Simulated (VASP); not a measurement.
Here is a VASP 6.6.1 calculation.

Contents of INCAR:

```
SYSTEM = Ag3Os
ALGO = Normal
EDIFF = 1E-6
ENCUT = 520
GGA = PE
ISIF = 2
ISMEAR = 0
LASPH = .True.
LCHARG = .False.
LREAL = .False.
LWAVE = .False.
NBANDS = 28
NELM = 80
PREC = Accurate
SIGMA = 0.1
```

KPOINTS

```
k-points
0
Gamma
  12 12 4
  0 0 0
```

Contents of POSCAR:

```
Ag3Os
1.0
    2.7251393983      0.0000000000      0.0000000000
   -1.3625696991      2.3600399477      0.0000000000
    0.0000000000      0.0000000000      9.3823160986
Ag Os
3 1
Direct
    0.0000000000      0.0000000000      0.0000000000
    0.6666666667      0.3333333333      0.7485629135
    0.6666666667      0.3333333333      0.2514370865
    0.0000000000      0.0000000000      0.5000000000
```

Potentials or basis: VASP PAW PBE potentials, release 64 (Ag, Os).

Run with:

```sh
$ cat potpaw_PBE.64/Ag/POTCAR potpaw_PBE.64/Os/POTCAR > POTCAR
$ mpirun -np 1 vasp_std > vasp.out
```

Problem. What does it give for the band gap on the k mesh?

Solution. Zero (an odd number of electrons rules out a gap without spin polarisation).

Problem. Predict the pressure.

Solution. 17.3 GPa.

Problem. Predict the largest force.

Solution. 0.005 eV/Å.

Forces on the atoms (eV/Å):
```
Ag   0.000  0.000  0.000
Ag   0.000  0.000  0.005
Ag   0.000  0.000 -0.005
Os   0.000  0.000  0.000
```

Caveat: the cell stands under pressure; spin-orbit coupling is left out, which moves the levels of the heavy elements.
